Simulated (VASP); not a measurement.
## Au3C: single point with PBE

Au3C, a slab with vacuum:

```
Au C
1.0
     2.94020    0.00000    0.00000
    -1.47010    2.54629    0.00000
     0.00000    0.00000   21.89749
Au C
3 1
Direct
  0.66667 0.33333 0.18267
  0.33333 0.66667 0.29452
  0.00000 0.00000 0.40632
  0.11111 0.88889 0.52826
```

| Property | Result |
| --- | --- |
| Program | VASP 6.6.1 |
| Task | single point |
| Functional | PBE |
| Potentials or basis | VASP PAW PBE potentials, release 64 (Au, C) |
| Cutoff | 520 eV |
| k mesh | 9 × 9 × 1 |
| Occupations | gaussian, width 0.1 eV |
| Spin | no spin polarisation |

The largest force is 1.388 eV/Å.

Forces in eV/Å, atoms in the order of the input:
```
Au   0.001 -0.001  0.153
Au   0.004 -0.002  0.053
Au   0.209 -0.121  1.160
C   -0.214  0.124 -1.366
```

Levels at points of the mesh, in eV from the Fermi level:
| k point | band 15 | band 16 | band 17 | band 18 | band 19 | band 20 | band 21 | band 22 | band 23 | band 24 |
| --- | --- | --- | --- | --- | --- | --- | --- | --- | --- | --- |
| (0.00, 0.00, 0.00) | -2.31 | -2.28 | -2.08 | -1.83 | -1.82 | -0.28 | 2.42 | 2.66 | 2.70 | 5.03 |

Run time: 3.1 min on 1 thread of Intel(R) Xeon(R) Platinum 8259CL CPU @ 2.50GHz (Skylake/Cascade Lake) (shared host), peak memory 0.34 GiB.

Caveat: spin-orbit coupling is left out, which moves the levels of the heavy elements.
